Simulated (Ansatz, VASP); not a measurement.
# One calculation of Be, two programs

```xyz
1
Lattice="-1.2466 1.2466 1.2466 1.2466 -1.2466 1.2466 1.2466 1.2466 -1.2466" Properties=species:S:1:pos:R:3 pbc="T T T"
Be    0.0000    0.0000    0.0000
```

Alike in both runs: functional PBEsol; k mesh 23 × 23 × 23; occupations fermi-dirac, width 0.1 eV; no spin polarisation.

Ansatz relaxed the structure, and its values are those at the end. VASP's run is a single point on that final structure, the one shown.

```csv
,VASP,Ansatz
version,VASP 6.6.1,Ansatz 0.2.0
potentials or method,"VASP PAW PBE potentials, release 64 (Be)","PAW with Ansatz's default frozen-core files, scalar-relativistic"
plane-wave cutoff (eV),520,420
valence electrons in the cell,2,2
```

Ansatz gave:

* pressure (GPa): 0.0

Q: Which values does VASP return?

A: Pressure (GPa): 0.4.

VASP's potentials were made for PBE, not for PBEsol.
